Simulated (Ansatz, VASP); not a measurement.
# One calculation of As, two programs

INCAR

```
SYSTEM = As
PREC = Accurate
ENCUT = 600
EDIFF = 1E-7
ISMEAR = 0
SIGMA = 0.1
LREAL = .False.
LASPH = .True.
NELM = 80
ALGO = Normal
ISIF = 3
LWAVE = .False.
LCHARG = .False.
GGA = PE
IBRION = 2
NSW = 90
EDIFFG = -0.04
```

File KPOINTS:

```
Automatic mesh
0
Gamma
  4 4 4
  0 0 0
```

POSCAR

```
As
1.0
    4.7600000000      0.0000000000      0.0000000000
    0.0000000000      4.7600000000      0.0000000000
    0.0000000000      0.0000000000      4.7600000000
As
7
Direct
    0.5000000000      0.5000000000      0.0000000000
    0.0000000000      0.5000000000      0.5000000000
    0.5000000000      0.0000000000      0.5000000000
    0.5000000000      0.5000000000      0.5000000000
    0.5000000000      0.0000000000      0.0000000000
    0.0000000000      0.5000000000      0.0000000000
    0.0000000000      0.0000000000      0.5000000000
```

Input for Ansatz:

```yaml
crystal:
  lattice:
    - [4.76, 0.0, 0.0]
    - [0.0, 4.76, 0.0]
    - [0.0, 0.0, 4.76]
  atoms:
    - { symbol: As, position: [0.5, 0.5, 0.0] }
    - { symbol: As, position: [0.0, 0.5, 0.5] }
    - { symbol: As, position: [0.5, 0.0, 0.5] }
    - { symbol: As, position: [0.5, 0.5, 0.5] }
    - { symbol: As, position: [0.5, 0.0, 0.0] }
    - { symbol: As, position: [0.0, 0.5, 0.0] }
    - { symbol: As, position: [0.0, 0.0, 0.5] }
basis:
  ecutwfc: 420
kpoints:
  mp_grid: { grid: [4, 4, 4] }
hamiltonian:
  xc: pbe
scf:
  occupations: { method: gaussian, width: 0.1 }
  lower_state_search: "off"
output:
  forces: true
  stress: true
  eigenvalues: true
relax:
  adjacent_minimum: "off"
  f_tol: 0.04
  max_steps: 70
  cell: { stress_tol: 0.4 }
```

Alike in both runs: task relaxation of cell and atoms; functional PBE; k mesh 4 × 4 × 4; occupations gaussian, width 0.1 eV; no spin polarisation.

```csv
,VASP,Ansatz
version,VASP 6.6.1,Ansatz 0.2.0
potentials or method,"VASP PAW PBE potentials, release 64 (As), cutoff 600 eV","scalar-relativistic, plane waves, PAW"
valence electrons in the cell,35,105
```

VASP gave:

```
gap on the k mesh at the Fermi level, each at its own relaxed structure (eV) : none
relaxed volume (Å³/atom)                                                     : 22.00
relaxed cell length with the largest relative difference (Å)                 : 5.360
```

Q: Which values does Ansatz return?

A: gap on the k mesh at the Fermi level, each at its own relaxed structure (eV): none; relaxed volume (Å³/atom): 21.85; relaxed cell length with the largest relative difference (Å): 5.348.

A gap of «none» marks a metal or a gap that the smearing closes. VASP's potentials hold 35 valence electrons a cell and Ansatz's 105, so a difference there can come from the potentials and not from the codes.

Noted on VASP's run: the volume moved by over 15 % at a fixed basis, so the end points are rough.
